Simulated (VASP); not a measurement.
# InSe2 (P4/nmm) in VASP: a series of runs

The runs below take InSe2 through single point, with PBE.

Program: VASP 6.6.1. These are calculated values, not measurements. Logs are shortened: lines on timing, memory, paths and dates and some standing lists are left out, and cuts for length are marked.

### 1 The cell of the first run

It takes space group P4/nmm (No. 129, tetragonal). The conventional cell has a = 3.851 Å, b = 3.851 Å, c = 8.645 Å, α = 90.00°, β = 90.00°, γ = 90.00°. Within 3.7 Å of In (site symmetry 4mm) lie 9 Se at 2.79 to 3.21 Å. Within 3.9 Å of Se (site symmetry 4mm) lie 5 In at 2.79 to 2.92 Å and 12 Se at 3.58 to 3.85 Å. Within 3.9 Å of Se (site symmetry -4m2) lie 12 Se at 2.72 to 3.85 Å and 4 In at 3.21 Å.

### 2 Single point, PBE (21.37 Å³/atom)

The input, INCAR:

```
SYSTEM = InSe2
PREC     = Accurate       ! precision mode
ENCUT    = 500            ! plane-wave cutoff, eV
EDIFF    = 1E-6           ! SCF threshold, eV
ISMEAR   = 0              ! smearing method
SIGMA    = 0.15           ! smearing width, eV
LREAL    = .False.        ! projectors in reciprocal space
LASPH    = .True.         ! aspherical terms in the spheres
NELM     = 120            ! most SCF steps
ALGO     = Normal         ! electronic algorithm
ISIF     = 2              ! what is computed and relaxed
LWAVE    = .False.        ! write WAVECAR
LCHARG   = .False.        ! write CHGCAR
GGA      = PE             ! functional
NBANDS   = 34             ! bands
GGA_COMPAT= .False.
```

The input, KPOINTS:

```
Automatic mesh
0
Gamma
  12 12 6
  0 0 0
```

The input, POSCAR:

```
InSe2
1.0
    3.8512845255      0.0000000000      0.0000000000
    0.0000000000      3.8512845255      0.0000000000
    0.0000000000      0.0000000000      8.6445932460
In Se
2 4
Direct
    0.0000000000      0.5000000000      0.7035891433
    0.5000000000      0.0000000000      0.2964108567
    0.0000000000      0.5000000000      0.3657763741
    0.5000000000      0.0000000000      0.6342236259
    0.0000000000      0.0000000000      0.0000000000
    0.5000000000      0.5000000000      0.0000000000
```

Potentials or basis: VASP PAW PBE potentials, release 64 (In_d, Se).

Started as:

```sh
$ cat potpaw_PBE.64/In_d/POTCAR potpaw_PBE.64/Se/POTCAR > POTCAR
$ mpirun -np 1 vasp_std > vasp.out
```

OUTCAR:

```text
SYSTEM = InSe2
   PREC = Accurate
   ENCUT = 500
   EDIFF = 1E-6
   ISMEAR = 0
   LREAL = .False.
   LASPH = .True.
   NELM = 120
   ISIF = 2
   GGA = PE

 ion  position               nearest neighbor table
   1  0.000  0.500  0.704-   4 2.79   4 2.79   4 2.79   4 2.79   3 2.92   5 3.21   6 3.21   6 3.21
                             5 3.21
   2  0.500  0.000  0.296-   3 2.79   3 2.79   3 2.79   3 2.79   4 2.92   6 3.21   6 3.21   5 3.21
                             5 3.21
   3  0.000  0.500  0.366-   2 2.79   2 2.79   2 2.79   2 2.79   1 2.92
   4  0.500  0.000  0.634-   1 2.79   1 2.79   1 2.79   1 2.79   2 2.92
   5  0.000  0.000  0.000-   6 2.72   6 2.72   6 2.72   6 2.72   2 3.21   2 3.21   1 3.21   1 3.21

   6  0.500  0.500  0.000-   5 2.72   5 2.72   5 2.72   5 2.72   2 3.21   1 3.21   1 3.21   2 3.21

  LATTYP: Found a simple tetragonal cell.
 ALAT       =     3.8512845255
 C/A-ratio  =     2.2446000000

  Lattice vectors:

 A1 = (   3.8512845255,   0.0000000000,   0.0000000000)
 A2 = (   0.0000000000,   3.8512845255,   0.0000000000)
 A3 = (   0.0000000000,   0.0000000000,   8.6445932460)

Analysis of symmetry for initial positions (statically):
=====================================================================
 Subroutine PRICEL returns:
 Original cell was already a primitive cell.

 Routine SETGRP: Setting up the symmetry group for a
 simple tetragonal supercell.

 Subroutine GETGRP returns: Found 16 space group operations
 (whereof  8 operations were pure point group operations)
 out of a pool of 16 trial point group operations.

The static configuration has the point symmetry D_2d.
 The point group associated with its full space group is D_4h.

Analysis of symmetry for dynamics (positions and initial velocities):
=====================================================================
 Subroutine PRICEL returns:
 Original cell was already a primitive cell.

 Routine SETGRP: Setting up the symmetry group for a
 simple tetragonal supercell.

 Subroutine GETGRP returns: Found 16 space group operations
 (whereof  8 operations were pure point group operations)
 out of a pool of 16 trial point group operations.

The dynamic configuration has the point symmetry D_2d.
 The point group associated with its full space group is D_4h.

 Subroutine INISYM returns: Found 16 space group operations
 (whereof  8 operations are pure point group operations),
 and found     1 'primitive' translations

----------------------------------------------------------------------------------------

                                     Primitive cell

  volume of cell :     128.2200

  direct lattice vectors                    reciprocal lattice vectors
     3.851284526  0.000000000  0.000000000     0.259653628  0.000000000  0.000000000
     0.000000000  3.851284526  0.000000000     0.000000000  0.259653628  0.000000000
     0.000000000  0.000000000  8.644593246     0.000000000  0.000000000  0.115679243

  length of vectors
     3.851284526  3.851284526  8.644593246     0.259653628  0.259653628  0.115679243

  position of ions in fractional coordinates (direct lattice)
     0.000000000  0.500000000  0.703589143
     0.500000000  0.000000000  0.296410857
     0.000000000  0.500000000  0.365776374
     0.500000000  0.000000000  0.634223626
     0.000000000  0.000000000  0.000000000
     0.500000000  0.500000000  0.000000000

  ion indices of the primitive-cell ions
   primitive index   ion index
                 1           1
                 2           2
                 3           3
                 4           4
                 5           5
                 6           6

----------------------------------------------------------------------------------------

 KPOINTS: Automatic mesh

Automatic generation of k-mesh.
 Grid dimensions read from file:
 generate k-points for:   12   12    6

 Generating k-lattice:

  Cartesian coordinates                     Fractional coordinates (reciprocal lattice)
     0.021637802  0.000000000  0.000000000     0.083333333  0.000000000  0.000000000
     0.000000000  0.021637802  0.000000000     0.000000000  0.083333333  0.000000000
     0.000000000  0.000000000  0.019279874     0.000000000  0.000000000  0.166666667

  Length of vectors
     0.021637802  0.021637802  0.019279874

  Shift w.r.t. Gamma in fractional coordinates (k-lattice)
     0.000000000  0.000000000  0.000000000

 Subroutine IBZKPT returns following result:
 ===========================================

 Found    112 irreducible k-points:

 Following reciprocal coordinates:
            Coordinates               Weight
  0.000000  0.000000  0.000000      1.000000
  0.083333  0.000000  0.000000      4.000000
  0.166667  0.000000  0.000000      4.000000
  0.250000  0.000000  0.000000      4.000000
  0.333333  0.000000  0.000000      4.000000
  0.416667  0.000000  0.000000      4.000000
[... 16 lines left out ...]
  0.333333  0.333333  0.000000      4.000000
  0.416667  0.333333  0.000000      8.000000
 [... further k-points ...]
   k-points           NKPTS =    112   k-points in BZ     NKDIM =    112   number of bands    NBANDS=     34
   number of dos      NEDOS =    301   number of ions     NIONS =      6
   total plane-waves  NPLWV =  50176
   dimension x,y,z NGX =    28 NGY =   28 NGZ =   64
   dimension x,y,z NGXF=    56 NGYF=   56 NGZF=  128
   ions per type =               2   4
   NGX,Y,Z   is equivalent  to a cutoff of  12.09, 12.09, 12.31 a.u.
   NGXF,Y,Z  is equivalent  to a cutoff of  24.17, 24.17, 24.62 a.u.
 SYSTEM =  InSe2
   PREC   = accura    normal or accurate (medium, high low for compatibility)
   ISTART =      0    job   : 0-new  1-cont  2-samecut
   ICHARG =      2    charge: 1-file 2-atom 10-const
   ISPIN  =      1    spin polarized calculation?
   LNONCOLLINEAR =      F non collinear calculations
   LSORBIT =      F    spin-orbit coupling
   LASPH  =      T    aspherical Exc in radial PAW
   ENCUT  =  500.0 eV  36.75 Ry    6.06 a.u.   7.02  7.02 15.76*2*pi/ulx,y,z
   NELM   =    120;   NELMIN=  2; NELMDL= -5     # of ELM steps
   EDIFF  = 0.1E-05   stopping-criterion for ELM
   LREAL  =      F    real-space projection
   EDIFFG = 0.1E-04   stopping-criterion for IOM
   NSW    =      0    number of steps for IOM
   IBRION =     -1    ionic relax: 0-MD 1-quasi-New 2-CG
   NFREE  =      0    steps in history (QN), initial steepest desc. (CG)
   ISIF   =      2    stress and relaxation
   ISYM   =      2    0-nonsym 1-usesym 2-fastsym
   POTIM  = 0.5000    time-step for ionic-motion
   TEBEG  =    0.0;   TEEND  =   0.0 temperature during run
   PSTRESS=    0.0 pullay stress
   NELECT =      50.0000    total number of electrons
   NUPDOWN=      -1.0000    fix difference up-down
   EMIN   =  10.00;   EMAX   =-10.00  energy-range for DOS
   EFERMI =   0.00;   METHOD = LEGACY
   ISMEAR =     0;   SIGMA  =   0.15  broadening in eV -4-tet -1-fermi 0-gaus
   EFERMI_NEDOS =   21; number of points for ismear=-14 and -15
   IALGO  =     38    algorithm
   IMIX   =      4    mixing-type and parameters
     AMIX     =   0.40;   BMIX     =  1.00
     AMIX_MAG =   1.60;   BMIX_MAG =  1.00
  volume/ion in A,a.u.               =      21.37       144.21
  Fermi-wavevector in a.u.,A,eV,Ry     =   1.196041  2.260191 19.463341  1.430515
  Thomas-Fermi vector in A             =   2.331992
   LORBIT       =      0    0 simple, 1 ext, 2 COOP (PROOUT), +10 PAW based schemes
   GGA     = PE    functional components
   LHFCALC =     F    Hartree Fock is set to
   AEXX    =    0.0000 exact exchange contribution
   IVDW    =     0    specifies the selected vdW correction
   LEPSILON=     F    determine dielectric tensor
   LRPA    =     F    only Hartree local field effects (RPA)
 non-spin polarized calculation
 Gauss-broadening in eV      SIGMA  =   0.15
  energy-cutoff  :      500.00
  volume of cell :      128.22
 maximum number of plane-waves:      3288
   NGX = 15   NGY = 15   NGZ = 31

 number of electron      49.9999994 magnetization

 Free energy of the ion-electron system (eV)
  ---------------------------------------------------
  ext. energy  EPLUGINS =         0.00000000
  ---------------------------------------------------
  free energy    TOTEN  =       -19.86151575 eV

  energy without entropy =      -19.84263958  energy(sigma->0) =      -19.85207767

 E-fermi :   6.4083     XC(G=0): -10.5189

 val. band max:        6.4022877262   @ k =   0.4167   0.2500   0.5000
 cond. band min:       6.4757626537   @ k =   0.3333   0.0000   0.1667
 fundamental gap:      0.0734749274
 Fermi energy:         6.4082928552

 k-point     1 :       0.0000    0.0000    0.0000
  band No.  band energies     occupation
      1      -9.1642      2.00000
      2      -8.3709      2.00000
      3      -8.2230      2.00000
      4      -8.0808      2.00000
      5      -8.0701      2.00000
      6      -8.0147      2.00000
[... 26 lines left out ...]
     33      12.5596      0.00000
     34      12.7957      0.00000

 k-point     2 :       0.0833    0.0000    0.0000
  band No.  band energies     occupation
      1      -9.1076      2.00000
      2      -8.3578      2.00000
      3      -8.2059      2.00000
      4      -8.0761      2.00000
      5      -8.0653      2.00000
      6      -8.0185      2.00000
[... 26 lines left out ...]
     33      12.6094      0.00000
     34      13.1713      0.00000

 k-point     3 :       0.1667    0.0000    0.0000
  band No.  band energies     occupation
      1      -8.9405      2.00000
      2      -8.3223      2.00000
      3      -8.1606      2.00000
      4      -8.0631      2.00000
      5      -8.0503      2.00000
      6      -8.0313      2.00000
[... 26 lines left out ...]
     33      12.2605      0.00000
     34      13.2123      0.00000
[... 704 lines left out ...]
 k-point    23 :       0.3333    0.3333    0.0000
  band No.  band energies     occupation
      1      -8.3943      2.00000
      2      -8.3849      2.00000
      3      -8.1464      2.00000
      4      -8.0804      2.00000
      5      -8.0536      2.00000
      6      -8.0449      2.00000
[... 26 lines left out ...]
     33      12.2391      0.00000
     34      14.1897      0.00000

 k-point    24 :       0.4167    0.3333    0.0000
  band No.  band energies     occupation
      1      -8.4336      2.00000
      2      -8.4305      2.00000
      3      -8.1218      2.00000
      4      -8.0935      2.00000
      5      -8.0454      2.00000
      6      -8.0401      2.00000
[... 26 lines left out ...]
     33      13.0080      0.00000
     34      14.0629      0.00000

 [... further k-points ...]

------------------------ aborting loop because EDIFF is reached ----------------------------------------

  FORCE on cell =-STRESS in cart. coord.  units (eV):
  Direction    XX          YY          ZZ          XY          YZ          ZX
  --------------------------------------------------------------------------------------
  -------------------------------------------------------------------------------------
  Total        4.6231407      4.6231407      7.7364679      0.0000000     -0.0000000      0.0000000
  in kB       57.7686105     57.7686105     96.6712959      0.0000000     -0.0000000      0.0000000
  external PRESSURE =      70.7361723 kB  Pullay stress =       0.0000000 kB

 VOLUME and BASIS-vectors are now :
 -----------------------------------------------------------------------------
  energy-cutoff  :      500.00
  volume of cell :      128.22
      direct lattice vectors                 reciprocal lattice vectors
     3.851284526  0.000000000  0.000000000     0.259653628  0.000000000  0.000000000
     0.000000000  3.851284526  0.000000000     0.000000000  0.259653628  0.000000000
     0.000000000  0.000000000  8.644593246     0.000000000  0.000000000  0.115679243

 POSITION                                       TOTAL-FORCE (eV/Angst)
 -----------------------------------------------------------------------------------
      0.00000      1.92564      6.08224         0.000000      0.000000     -0.121190
      1.92564      0.00000      2.56235        -0.000000      0.000000      0.121190
      0.00000      1.92564      3.16199         0.000000      0.000000      0.017979
      1.92564      0.00000      5.48261         0.000000     -0.000000     -0.017979
      0.00000      0.00000      0.00000         0.000000     -0.000000     -0.000000
      1.92564      1.92564      0.00000        -0.000000      0.000000     -0.000000
 -----------------------------------------------------------------------------------
    total drift:                                0.000000      0.000000      0.000000

  FREE ENERGIE OF THE ION-ELECTRON SYSTEM (eV)
  ---------------------------------------------------
  free  energy   TOTEN  =       -19.8615157544 eV

  energy  without entropy=      -19.8426395759  energy(sigma->0) =      -19.85207767
```

It took 10 min on 1 thread of Oxide Virtual Turin-like, shared host; peak memory 0.44 GiB.

Results:

* Free energy: -19.8615 eV
* Pressure: 7.1 GPa
* Largest force: 0.121 eV/Å
* Band gap on the k mesh: zero (bands 25 and 26 overlap by 2.49 eV)

Forces on the atoms (eV/Å):
```
In   0.000  0.000 -0.121
In   0.000  0.000  0.121
Se   0.000  0.000  0.018
Se   0.000  0.000 -0.018
Se   0.000  0.000  0.000
Se   0.000  0.000  0.000
```

Stress tensor (GPa, compression positive):
```
5.78 0.00 0.00
0.00 5.78 0.00
0.00 0.00 9.67
```

Caveat: the cell stands under pressure; spin-orbit coupling is left out, which moves the levels of the heavy elements.

### 3 Single point, PBE (23.72 Å³/atom)

This run uses another cell than the first one, of 23.72 Å³/atom.

The input, INCAR:

```
SYSTEM = InSe2
PREC = Accurate
ENCUT = 500
EDIFF = 1E-6
ISMEAR = 0
SIGMA = 0.15
LREAL = .False.
LASPH = .True.
NELM = 120
ALGO = Normal
ISIF = 2
LWAVE = .False.
LCHARG = .False.
GGA = PE
NBANDS = 34
GGA_COMPAT = .False.
```

The input, KPOINTS:

```
regular mesh
0
Gamma
  12 12 6
  0 0 0
```

Changes to POSCAR since step 2:

```diff
@@ -2,5 +2,5 @@
 1.0
-    3.8512845255      0.0000000000      0.0000000000
-    0.0000000000      3.8512845255      0.0000000000
-    0.0000000000      0.0000000000      8.6445932460
+    3.7077838629      0.0000000000      0.0000000000
+    0.0000000000      3.7077838629      0.0000000000
+    0.0000000000      0.0000000000     10.3536156587
 In Se
```

Potentials or basis: VASP PAW PBE potentials, release 64 (In_d, Se).

Started as:

```sh
$ cat potpaw_PBE.64/In_d/POTCAR potpaw_PBE.64/Se/POTCAR > POTCAR
$ mpirun -np 1 vasp_std > vasp.out
```

Run time: 6.7 min. Hardware: 1 thread of Oxide Virtual Turin-like, shared host; peak memory 0.49 GiB.

The run converged. Its results:

```
Free energy            : -19.8774 eV
Pressure               : 6.6 GPa
Largest force          : 0.485 eV/Å
Band gap on the k mesh : zero (bands 25 and 26 overlap by 2.53 eV)
```

Forces on the atoms (eV/Å):
```
In   0.000  0.000  0.485
In   0.000  0.000 -0.485
Se   0.000  0.000  0.100
Se   0.000  0.000 -0.100
Se   0.000  0.000  0.000
Se   0.000  0.000  0.000
```

Stress tensor (GPa, compression positive):
```
10.42  0.00  0.00
 0.00 10.42  0.00
 0.00  0.00 -1.14
```

Levels at points of the mesh, in eV from the Fermi level:
```csv
k point,band 23,band 24,band 25,band 26,band 27,band 28
"(0.00, 0.00, 0.00)",-2.27,-1.80,0.10,0.58,2.83,3.12
"(0.50, 0.00, 0.00)",-1.23,-1.23,-1.17,-1.17,1.19,1.19
"(0.50, 0.50, 0.00)",-1.88,-1.88,-1.65,-1.65,2.29,2.29
"(0.00, 0.00, 0.50)",-2.25,-1.43,0.09,0.58,1.62,3.39
"(0.50, 0.00, 0.50)",-1.27,-1.27,-1.18,-1.18,0.66,0.66
"(0.50, 0.50, 0.50)",-1.97,-1.97,-1.82,-1.82,2.77,2.77
```

Caveat: the stress differs along the axes, from -1 to 10 GPa; spin-orbit coupling is left out, which moves the levels of the heavy elements.

### 4 Single point, PBE (23.72 Å³/atom)

This run uses another cell than the first one, of 23.72 Å³/atom.

The input, INCAR:

```
SYSTEM = InSe2
ALGO = Normal
EDIFF = 1E-6
ENCUT = 500
GGA = PE
GGA_COMPAT = .False.
ISIF = 2
ISMEAR = 0
LASPH = .True.
LCHARG = .False.
LREAL = .False.
LWAVE = .False.
NBANDS = 34
NELM = 120
PREC = Accurate
SIGMA = 0.15
```

The input, KPOINTS:

```
k-points
0
Gamma
  12 12 6
  0 0 0
```

Changes to POSCAR since step 3:

```diff
@@ -2,5 +2,5 @@
 1.0
-    3.7077838629      0.0000000000      0.0000000000
-    0.0000000000      3.7077838629      0.0000000000
-    0.0000000000      0.0000000000     10.3536156587
+    4.0856968214      0.0000000000      0.0000000000
+    0.0000000000      4.0856968214      0.0000000000
+    0.0000000000      0.0000000000      8.5268492662
 In Se
```

Started as:

```sh
$ cat potpaw_PBE.64/In_d/POTCAR potpaw_PBE.64/Se/POTCAR > POTCAR
$ mpirun -np 1 vasp_std > vasp.out
```

Wall time 4.4 min (1 thread of Oxide Virtual Turin-like, shared host); peak memory 0.47 GiB.

Results (log left out):

| Quantity | Value |
| --- | --- |
| Free energy | -19.8106 eV |
| Pressure | -1.2 GPa |
| Largest force | 0.402 eV/Å |
| Band gap on the k mesh | zero (bands 25 and 26 overlap by 1.99 eV) |

Forces in eV/Å, atoms in the order of the input:
```
In   0.000  0.000 -0.402
In   0.000  0.000  0.402
Se   0.000  0.000 -0.002
Se   0.000  0.000  0.002
Se   0.000  0.000  0.000
Se   0.000  0.000  0.000
```

Stress tensor (GPa, compression positive):
```
-3.79  0.00  0.00
 0.00 -3.79  0.00
 0.00  0.00  3.98
```

Levels at points of the mesh, in eV from the Fermi level:
| k point | band 21 | band 22 | band 23 | band 24 | band 25 | band 26 | band 27 | band 28 | band 29 | band 30 |
| --- | --- | --- | --- | --- | --- | --- | --- | --- | --- | --- |
| (0.00, 0.00, 0.00) | -2.22 | -1.97 | -1.28 | -1.28 | -0.22 | 0.71 | 2.06 | 2.06 | 4.23 | 4.66 |
| (0.50, 0.00, 0.00) | -1.88 | -1.88 | -0.90 | -0.90 | -0.87 | -0.87 | 1.86 | 1.86 | 3.27 | 3.27 |
| (0.50, 0.50, 0.00) | -3.71 | -3.71 | -0.80 | -0.80 | -0.21 | -0.21 | 3.39 | 3.39 | 3.49 | 3.49 |
| (0.00, 0.00, 0.50) | -2.44 | -1.07 | -1.07 | -0.22 | 0.43 | 1.02 | 2.07 | 2.07 | 3.19 | 3.65 |
| (0.50, 0.00, 0.50) | -1.82 | -1.82 | -0.94 | -0.94 | -0.10 | -0.10 | 1.36 | 1.36 | 3.64 | 3.64 |
| (0.50, 0.50, 0.50) | -2.88 | -2.88 | -1.48 | -1.48 | -1.19 | -1.19 | 3.39 | 3.39 | 5.09 | 5.09 |

Caveat: the stress differs along the axes, from -4 to 4 GPa; spin-orbit coupling is left out, which moves the levels of the heavy elements.

### 5 Summary

```csv
cell,gap on the mesh (eV),pressure (GPa),largest force (eV/Å)
"a = 3.851, b = 3.851, c = 8.645 Å, 6 atoms",none,7.1,0.12
"a = 3.708, b = 3.708, c = 10.354 Å, 6 atoms",none,6.6,0.49
"a = 4.086, b = 4.086, c = 8.527 Å, 6 atoms",none,-1.2,0.40
```

Alike in all rows: task single point; level PBE; potentials or basis VASP PAW PBE potentials, release 64 (In_d, Se); no spin polarisation; k mesh 12 × 12 × 6; cutoff (eV) 500; smearing gaussian 0.15 eV.

Caveats: spin-orbit coupling is left out, which moves the levels of the heavy elements; the cell stands under pressure (at least some runs); the stress differs along the axes, from -1 to 10 GPa (at least some runs); the stress differs along the axes, from -4 to 4 GPa (at least some runs).

Absolute energies hang on the potentials; compare differences alone.

The gap in the log of VASP goes by the Fermi energy; the results here count the filled bands.